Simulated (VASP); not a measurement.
# MnS (P6_3mc) in VASP: further runs

The runs below take MnS through relaxation of shape and atoms at fixed volume, relaxation of cell and atoms, with PBE.

All numbers are computed with VASP 6.6.1; they aren't measurements. Logs are shortened: lines on timing, memory, paths and dates and some standing lists are left out, and cuts for length are marked.

## (1) The cell of the first run

The structure is hexagonal, space group P6_3mc (No. 186). Conventional cell: a = 3.398 Å, b = 3.398 Å, c = 5.956 Å, α = 90.00°, β = 90.00°, γ = 120.00°. Within 2.8 Å of Mn (site symmetry 3m) lie 4 S at 2.13 to 2.16 Å. Within 2.8 Å of S (site symmetry 3m) lie 4 Mn at 2.13 to 2.16 Å.

## (2) Relaxation of shape and atoms at fixed volume, PBE (14.89 Å³/atom)

INCAR reads:

```
PREC = Accurate ; ENCUT = 600
EDIFF = 1E-6 ; ISMEAR = 0
SIGMA = 0.05 ; LREAL = F
LASPH = T ; NELM = 60
ALGO = Normal ; ISIF = 4
LWAVE = F ; LCHARG = F
GGA = PE ; IBRION = 2
NSW = 60 ; EDIFFG = -0.01
```

KPOINTS reads:

```
Automatic mesh
0
Gamma
  12 12 6
```

POSCAR reads:

```
MnS
1.0
    3.3979174678      0.0000000000      0.0000000000
   -1.6989587339      2.9426828471      0.0000000000
    0.0000000000      0.0000000000      5.9558477043
Mn S
2 2
Direct
    0.3333333333      0.6666666667      0.0111561790
    0.6666666667      0.3333333333      0.5111561790
    0.3333333333      0.6666666667      0.3738438210
    0.6666666667      0.3333333333      0.8738438210
```

Potentials or basis: VASP PAW PBE potentials, release 64 (Mn_pv, S).

Command:

```console
cat potpaw_PBE.64/Mn_pv/POTCAR potpaw_PBE.64/S/POTCAR > POTCAR
mpirun -np 1 vasp_std > vasp.out
```

OUTCAR:

```text
PREC = Accurate
   ENCUT = 600
   EDIFF = 1E-6
   ISMEAR = 0
   LREAL = F
   LASPH = T
   NELM = 60
   ISIF = 4
   GGA = PE
   IBRION = 2
   NSW = 60
   EDIFFG = -0.01

 ion  position               nearest neighbor table
   1  0.333  0.667  0.011-   4 2.13   4 2.13   4 2.13   3 2.16
   2  0.667  0.333  0.511-   3 2.13   3 2.13   3 2.13   4 2.16
   3  0.333  0.667  0.374-   2 2.13   2 2.13   2 2.13   1 2.16
   4  0.667  0.333  0.874-   1 2.13   1 2.13   1 2.13   2 2.16

  LATTYP: Found a hexagonal cell.
 ALAT       =     3.3979174678
 C/A-ratio  =     1.7527935157

  Lattice vectors:

 A1 = (   3.3979174678,   0.0000000000,   0.0000000000)
 A2 = (  -1.6989587339,   2.9426828471,   0.0000000000)
 A3 = (   0.0000000000,   0.0000000000,   5.9558477043)

Analysis of symmetry for initial positions (statically):
=====================================================================
 Subroutine PRICEL returns:
 Original cell was already a primitive cell.

 Routine SETGRP: Setting up the symmetry group for a
 hexagonal supercell.

 Subroutine GETGRP returns: Found 12 space group operations
 (whereof  6 operations were pure point group operations)
 out of a pool of 24 trial point group operations.

The static configuration has the point symmetry C_3v.
 The point group associated with its full space group is C_6v.

Analysis of symmetry for dynamics (positions and initial velocities):
=====================================================================
 Subroutine PRICEL returns:
 Original cell was already a primitive cell.

 Routine SETGRP: Setting up the symmetry group for a
 hexagonal supercell.

 Subroutine GETGRP returns: Found 12 space group operations
 (whereof  6 operations were pure point group operations)
 out of a pool of 24 trial point group operations.

The dynamic configuration has the point symmetry C_3v.
 The point group associated with its full space group is C_6v.

 Subroutine INISYM returns: Found 12 space group operations
 (whereof  6 operations are pure point group operations),
 and found     1 'primitive' translations

----------------------------------------------------------------------------------------

                                     Primitive cell

  volume of cell :      59.5525

  direct lattice vectors                    reciprocal lattice vectors
     3.397917468  0.000000000  0.000000000     0.294297907  0.169912976  0.000000000
    -1.698958734  2.942682847  0.000000000     0.000000000  0.339825952  0.000000000
     0.000000000  0.000000000  5.955847704     0.000000000  0.000000000  0.167902211

  length of vectors
     3.397917468  3.397917468  5.955847704     0.339825952  0.339825952  0.167902211

  position of ions in fractional coordinates (direct lattice)
     0.333333333  0.666666667  0.011156179
     0.666666667  0.333333333  0.511156179
     0.333333333  0.666666667  0.373843821
     0.666666667  0.333333333  0.873843821

  ion indices of the primitive-cell ions
   primitive index   ion index
                 1           1
                 2           2
                 3           3
                 4           4

----------------------------------------------------------------------------------------

 KPOINTS: Automatic mesh

Automatic generation of k-mesh.
 Grid dimensions read from file:
 generate k-points for:   12   12    6

 Generating k-lattice:

  Cartesian coordinates                     Fractional coordinates (reciprocal lattice)
     0.024524826  0.014159415  0.000000000     0.083333333  0.000000000  0.000000000
     0.000000000  0.028318829  0.000000000     0.000000000  0.083333333  0.000000000
     0.000000000  0.000000000  0.027983702     0.000000000  0.000000000  0.166666667

  Length of vectors
     0.028318829  0.028318829  0.027983702

  Shift w.r.t. Gamma in fractional coordinates (k-lattice)
     0.000000000  0.000000000  0.000000000

 Subroutine IBZKPT returns following result:
 ===========================================

 Found     76 irreducible k-points:

 Following reciprocal coordinates:
            Coordinates               Weight
  0.000000  0.000000  0.000000      1.000000
  0.083333  0.000000  0.000000      6.000000
  0.166667  0.000000  0.000000      6.000000
  0.250000  0.000000  0.000000      6.000000
  0.333333  0.000000  0.000000      6.000000
  0.416667  0.000000  0.000000      6.000000
[... 16 lines left out ...]
  0.250000  0.000000  0.166667     12.000000
  0.333333  0.000000  0.166667     12.000000
 [... further k-points ...]
   k-points           NKPTS =     76   k-points in BZ     NKDIM =     76   number of bands    NBANDS=     23
   number of dos      NEDOS =    301   number of ions     NIONS =      4
   total plane-waves  NPLWV =  37632
   dimension x,y,z NGX =    28 NGY =   28 NGZ =   48
   dimension x,y,z NGXF=    56 NGYF=   56 NGZF=   96
   ions per type =               2   2
   NGX,Y,Z   is equivalent  to a cutoff of  13.70, 13.70, 13.40 a.u.
   NGXF,Y,Z  is equivalent  to a cutoff of  27.40, 27.40, 26.80 a.u.
 SYSTEM =  unknown system
   PREC   = accura    normal or accurate (medium, high low for compatibility)
   ISTART =      0    job   : 0-new  1-cont  2-samecut
   ICHARG =      2    charge: 1-file 2-atom 10-const
   ISPIN  =      1    spin polarized calculation?
   LNONCOLLINEAR =      F non collinear calculations
   LSORBIT =      F    spin-orbit coupling
   LASPH  =      T    aspherical Exc in radial PAW
   ENCUT  =  600.0 eV  44.10 Ry    6.64 a.u.   6.79  6.79 11.90*2*pi/ulx,y,z
   NELM   =     60;   NELMIN=  2; NELMDL= -5     # of ELM steps
   EDIFF  = 0.1E-05   stopping-criterion for ELM
   LREAL  =      F    real-space projection
   EDIFFG = -.1E-01   stopping-criterion for IOM
   NSW    =     60    number of steps for IOM
   IBRION =      2    ionic relax: 0-MD 1-quasi-New 2-CG
   NFREE  =      1    steps in history (QN), initial steepest desc. (CG)
   ISIF   =      4    stress and relaxation
   ISYM   =      2    0-nonsym 1-usesym 2-fastsym
   POTIM  = 0.5000    time-step for ionic-motion
   TEBEG  =    0.0;   TEEND  =   0.0 temperature during run
   PSTRESS=    0.0 pullay stress
   NELECT =      38.0000    total number of electrons
   NUPDOWN=      -1.0000    fix difference up-down
   EMIN   =  10.00;   EMAX   =-10.00  energy-range for DOS
   EFERMI =   0.00;   METHOD = LEGACY
   ISMEAR =     0;   SIGMA  =   0.05  broadening in eV -4-tet -1-fermi 0-gaus
   EFERMI_NEDOS =   21; number of points for ismear=-14 and -15
   IALGO  =     38    algorithm
   IMIX   =      4    mixing-type and parameters
     AMIX     =   0.40;   BMIX     =  1.00
     AMIX_MAG =   1.60;   BMIX_MAG =  1.00
  volume/ion in A,a.u.               =      14.89       100.47
  Fermi-wavevector in a.u.,A,eV,Ry     =   1.409406  2.663391 27.026951  1.986425
  Thomas-Fermi vector in A             =   2.531465
   LORBIT       =      0    0 simple, 1 ext, 2 COOP (PROOUT), +10 PAW based schemes
   GGA     = PE    functional components
   LHFCALC =     F    Hartree Fock is set to
   AEXX    =    0.0000 exact exchange contribution
   IVDW    =     0    specifies the selected vdW correction
   LEPSILON=     F    determine dielectric tensor
   LRPA    =     F    only Hartree local field effects (RPA)
 conjugate gradient relaxation of ions
 non-spin polarized calculation
 Gauss-broadening in eV      SIGMA  =   0.05
  energy-cutoff  :      600.00
  volume of cell :       59.55
 maximum number of plane-waves:      2008
 NGX is ok and might be reduce to    28
   NGX = 13   NGY = 13   NGZ = 23

--------------------------------------- Ionic step        1  -------------------------------------------

 number of electron      38.0000002 magnetization

 Free energy of the ion-electron system (eV)
  ---------------------------------------------------
  ext. energy  EPLUGINS =         0.00000000
  ---------------------------------------------------
  free energy    TOTEN  =       -27.00441266 eV

  energy without entropy =      -26.99740901  energy(sigma->0) =      -27.00091083

------------------------ aborting loop because EDIFF is reached ----------------------------------------

  FORCE on cell =-STRESS in cart. coord.  units (eV):
  Direction    XX          YY          ZZ          XY          YZ          ZX
  --------------------------------------------------------------------------------------
  -------------------------------------------------------------------------------------
  Total        2.1275526      2.1275526      2.2574386      0.0000000      0.0000000      0.0000000
  in kB       57.2388657     57.2388657     60.7332697      0.0000000      0.0000000      0.0000000
  external PRESSURE =      58.4036671 kB  Pullay stress =       0.0000000 kB
[... 251 lines left out ...]
  energy  without entropy=      -26.9975846806  energy(sigma->0) =      -27.00158470

--------------------------------------- Ionic step        8  -------------------------------------------

 number of electron      38.0000000 magnetization

 Free energy of the ion-electron system (eV)
  ---------------------------------------------------
  ext. energy  EPLUGINS =         0.00000000
  ---------------------------------------------------
  free energy    TOTEN  =       -27.00553074 eV

  energy without entropy =      -26.99766350  energy(sigma->0) =      -27.00159712

 E-fermi :   7.6064     XC(G=0): -11.3302

 val. band max:        7.5991570918   @ k =   0.4167   0.1667   0.0000
 cond. band min:       7.6076983350   @ k =   0.3333   0.2500   0.5000
 fundamental gap:      0.0085412432
 Fermi energy:         7.6063569739

 k-point     1 :       0.0000    0.0000    0.0000
  band No.  band energies     occupation
      1     -40.2090      2.00000
      2     -40.1873      2.00000
      3     -40.0278      2.00000
      4     -40.0278      2.00000
      5     -40.0251      2.00000
      6     -40.0251      2.00000
[... 613 lines left out ...]
     22       8.9871      0.00000
     23       9.6094      0.00000

 [... further k-points ...]
[... 5 lines left out ...]
  --------------------------------------------------------------------------------------
  -------------------------------------------------------------------------------------
  Total        2.0798569      2.0798569      2.1251605      0.0000000     -0.0000000      0.0000000
  in kB       55.9556787     55.9556787     57.1745097      0.0000000     -0.0000000      0.0000000
  external PRESSURE =      56.3619557 kB  Pullay stress =       0.0000000 kB
[... 19 lines left out ...]
  FREE ENERGIE OF THE ION-ELECTRON SYSTEM (eV)
  ---------------------------------------------------
  free  energy   TOTEN  =       -27.0055307376 eV

  energy  without entropy=      -26.9976635018  energy(sigma->0) =      -27.00159712

 reached required accuracy - stopping structural energy minimisation
```

Run time: 4.6 min. Hardware: 1 thread of AMD EPYC 9R45 (Zen 5), shared host; peak memory 0.22 GiB.

What came out:

```
Free energy                  : -27.0055 eV
Energy gained by relaxing    : 0.3 meV/atom
Ionic steps                  : 8
Pressure after relaxing      : 5.6 GPa
Largest force after relaxing : 0.006 eV/Å
Band gap on the k mesh       : zero (bands 19 and 20 overlap by 1.12 eV)
```

Forces in eV/Å, atoms in the order of the input:
```
Mn   0.000  0.000  0.006
Mn   0.000  0.000  0.006
S    0.000  0.000 -0.006
S    0.000  0.000 -0.006
```

The path:
```
step  energy change (eV)  largest force (eV/Å)  pressure (GPa)  volume (Å³)
   1              0.0000                0.0365            5.84        59.55
   2             -0.0003                0.0024            5.83        59.55
   3             -0.0005                0.0399            5.76        59.55
   4             -0.0006                0.0329            5.68        59.55
   5             -0.0009                0.0131            5.81        59.55
   6             -0.0012                0.0268            5.58        59.55
   7             -0.0012                0.0250            5.55        59.55
   8             -0.0011                0.0059            5.64        59.55
```

Final structure:
```
CELL_PARAMETERS angstrom
3.38559 0.00000 0.00000
-1.69279 2.93201 0.00000
0.00000 0.00000 5.99931
ATOMIC_POSITIONS crystal
Mn 0.33333 0.66667 0.01223
Mn 0.66667 0.33333 0.51223
S 0.33333 0.66667 0.37277
S 0.66667 0.33333 0.87277
```

Levels at points of the mesh, in eV from the Fermi level:
| k point | band 16 | band 17 | band 18 | band 19 | band 20 | band 21 | band 22 | band 23 |
| --- | --- | --- | --- | --- | --- | --- | --- | --- |
| (0.00, 0.00, 0.00) | -1.03 | -0.57 | -0.49 | -0.49 | 2.14 | 2.14 | 3.34 | 3.83 |
| (0.50, 0.00, 0.00) | -1.33 | -0.22 | -0.15 | -0.15 | -0.03 | 0.36 | 0.42 | 1.59 |
| (0.00, 0.00, 0.50) | -0.71 | -0.71 | -0.71 | 0.94 | 0.94 | 2.84 | 2.84 | 2.84 |
| (0.50, 0.00, 0.50) | -0.93 | -0.23 | -0.23 | -0.18 | -0.18 | 0.82 | 0.82 | 1.37 |

Caveat: the run has no spin polarisation, though such a crystal can be magnetic; semilocal functionals often make such compounds metallic where correlation or magnetic order opens a gap, which also shifts bond lengths.

## (3) Relaxation of shape and atoms at fixed volume, PBE (15.20 Å³/atom)

This run uses another cell than the first one, of 15.20 Å³/atom.

INCAR reads:

```
ALGO = Normal
EDIFF = 1E-6
EDIFFG = -0.01
ENCUT = 600
GGA = PE
IBRION = 2
ISIF = 4
ISMEAR = 0
LASPH = True
LCHARG = False
LREAL = False
LWAVE = False
NELM = 60
NSW = 60
PREC = Accurate
SIGMA = 0.05
```

KPOINTS reads:

```
k-points
0
Gamma
  12 12 6
```

POSCAR reads:

```
MnS
1.0
    3.4284203381      0.0000000000      0.0000000000
   -1.7142101690      2.9690991077      0.0000000000
    0.0000000000      0.0000000000      5.9722221406
Mn S
2 2
Direct
    0.3333333333      0.6666666667      0.0104739061
    0.6666666667      0.3333333333      0.5104739061
    0.3333333333      0.6666666667      0.3745260939
    0.6666666667      0.3333333333      0.8745260939
```

Potentials or basis: VASP PAW PBE potentials, release 64 (Mn_pv, S).

Command:

```console
cat potpaw_PBE.64/Mn_pv/POTCAR potpaw_PBE.64/S/POTCAR > POTCAR
mpirun -np 1 vasp_std > vasp.out
```

OUTCAR:

```text
EDIFF = 1E-6
   EDIFFG = -0.01
   ENCUT = 600
   GGA = PE
   IBRION = 2
   ISIF = 4
   ISMEAR = 0
   LASPH = True
   LREAL = False
   NELM = 60
   NSW = 60
   PREC = Accurate

 ion  position               nearest neighbor table
   1  0.333  0.667  0.010-   4 2.14   4 2.14   4 2.14   3 2.17
   2  0.667  0.333  0.510-   3 2.14   3 2.14   3 2.14   4 2.17
   3  0.333  0.667  0.375-   2 2.14   2 2.14   2 2.14   1 2.17
   4  0.667  0.333  0.875-   1 2.14   1 2.14   1 2.14   2 2.17

  LATTYP: Found a hexagonal cell.
 ALAT       =     3.4284203381
 C/A-ratio  =     1.7419748898

  Lattice vectors:

 A1 = (   3.4284203381,   0.0000000000,   0.0000000000)
 A2 = (  -1.7142101690,   2.9690991077,   0.0000000000)
[... 335 lines left out ...]

 number of electron      38.0000010 magnetization

 Free energy of the ion-electron system (eV)
  ---------------------------------------------------
  ext. energy  EPLUGINS =         0.00000000
  ---------------------------------------------------
  free energy    TOTEN  =       -27.03801925 eV

  energy without entropy =      -27.03086438  energy(sigma->0) =      -27.03444181

 E-fermi :   7.3770     XC(G=0): -11.2209

 val. band max:        7.3769344110   @ k =   0.3333   0.2500   0.5000
 cond. band min:       7.3773278556   @ k =   0.3333   0.1667   0.3333
 fundamental gap:      0.0003934446
 Fermi energy:         7.3769882939

 k-point     1 :       0.0000    0.0000    0.0000
  band No.  band energies     occupation
      1     -40.4304      2.00000
      2     -40.4100      2.00000
      3     -40.2607      2.00000
      4     -40.2607      2.00000
      5     -40.2581      2.00000
      6     -40.2581      2.00000
[... 613 lines left out ...]
     22       8.6819      0.00000
     23       9.3519      0.00000

 [... further k-points ...]
[... 5 lines left out ...]
  --------------------------------------------------------------------------------------
  -------------------------------------------------------------------------------------
  Total        1.0340885      1.0340885      1.0883885      0.0000000      0.0000000      0.0000000
  in kB       27.2529531     27.2529531     28.6840067      0.0000000      0.0000000      0.0000000
  external PRESSURE =      27.7299710 kB  Pullay stress =       0.0000000 kB
[... 19 lines left out ...]
  FREE ENERGIE OF THE ION-ELECTRON SYSTEM (eV)
  ---------------------------------------------------
  free  energy   TOTEN  =       -27.0380192475 eV

  energy  without entropy=      -27.0308643788  energy(sigma->0) =      -27.03444181

 reached required accuracy - stopping structural energy minimisation
```

Run time: 3 min. Hardware: 1 thread of AMD EPYC 9R45 (Zen 5), shared host; peak memory 0.23 GiB.

What came out:

```yaml
Free_energy: -27.0380 eV
Energy_gained_by_relaxing: 0.1 meV/atom
Ionic_steps: 5
Pressure_after_relaxing: 2.8 GPa
Largest_force_after_relaxing: 0.010 eV/Å
Band_gap_on_the_k_mesh: zero (bands 19 and 20 overlap by 1.17 eV)
```

Forces on the atoms (eV/Å):
```
Mn   0.000  0.000 -0.010
Mn   0.000  0.000 -0.010
S    0.000  0.000  0.010
S    0.000  0.000  0.010
```

Stress tensor (GPa, compression positive):
```
2.73 0.00 0.00
0.00 2.73 0.00
0.00 0.00 2.87
```

Step by step:
| step | energy change (eV) | largest force (eV/Å) | pressure (GPa) | volume (Å³) |
| --- | --- | --- | --- | --- |
| 1 | 0.0000 | 0.0356 | 2.86 | 60.79 |
| 2 | -0.0002 | 0.0022 | 2.83 | 60.79 |
| 3 | -0.0002 | 0.0253 | 2.78 | 60.79 |
| 4 | -0.0004 | 0.0214 | 2.81 | 60.79 |
| 5 | -0.0005 | 0.0100 | 2.77 | 60.79 |

Final structure:
```
Mn S
1.0
     3.42125    0.00000    0.00000
    -1.71063    2.96289    0.00000
     0.00000    0.00000    5.99727
Mn S
2 2
Cartesian
  0.0000 1.9753 0.0671
  1.7106 0.9876 3.0657
  0.0000 1.9753 2.2419
  1.7106 0.9876 5.2405
```

Caveat: the run has no spin polarisation, though such a crystal can be magnetic; semilocal functionals often make such compounds metallic where correlation or magnetic order opens a gap, which also shifts bond lengths. With open d or f shells a metallic result of PBE can be an artefact of self-interaction; +U or a hybrid may open a gap.

[end of part 1 of 2]
